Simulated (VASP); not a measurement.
Input of a VASP 6.6.1 run:

The input INCAR:

```
SYSTEM = AlN
PREC = Accurate ; ENCUT = 520
EDIFF = 1E-7 ; ISMEAR = 0
SIGMA = 0.05 ; LREAL = .False.
LASPH = .True. ; NELM = 100
ALGO = Normal ; ISIF = 2
LWAVE = .False. ; LCHARG = .True.
LELF = .True. ; LVHAR = .True.
NBANDS = 16
```

File KPOINTS:

```
Automatic mesh
0
Gamma
  9 9 6
  0 0 0
```

The input POSCAR:

```
AlN
1.0
    3.0887424016      0.0000000000      0.0000000000
   -1.5443712008      2.6749293856      0.0000000000
    0.0000000000      0.0000000000      4.9437688231
Al N
2 2
Direct
    0.3333333333      0.6666666667      0.0015212672
    0.6666666667      0.3333333333      0.5015212672
    0.3333333333      0.6666666667      0.3834787328
    0.6666666667      0.3333333333      0.8834787328
```

Potentials or basis: VASP PAW LDA potentials, release 64 (Al, N).

Command:

```bash
$ cat potpaw_LDA.64/Al/POTCAR potpaw_LDA.64/N/POTCAR > POTCAR
$ mpirun -np 1 vasp_std > vasp.out
```

Q: Estimate the pressure.

A: 0.6 GPa.

Q: What does it give for the band gap on the k mesh?

A: 4.42 eV, direct.

**What was measured.**

From “Structural and optical properties of self-assembled AlN nanowires grown on SiO2/Si substrates by molecular beam epitaxy”, 2024, arxiv:2402.00216, for a bulk crystal of AlN at 0 K: band gap 6.0343 eV (an exciton energy, a little under the gap).

A measured gap of AlN is 6.0343 eV (an exciton energy, a little under the gap; 0 K; quoted in “Structural and optical properties of self-assembled AlN nanowires grown on SiO2/Si substrates by molecular beam epitaxy”, 2024, arxiv:2402.00216); the calculated 4.42 eV misses it by -1.61 eV. 2 values of this kind are on record (6.034 to 6.0343 eV); this one was drawn at random. The value is that of LDA on a finite k mesh, which can miss the band edges, without temperature or zero-point motion. Semilocal functionals fall short of measured gaps as a rule.
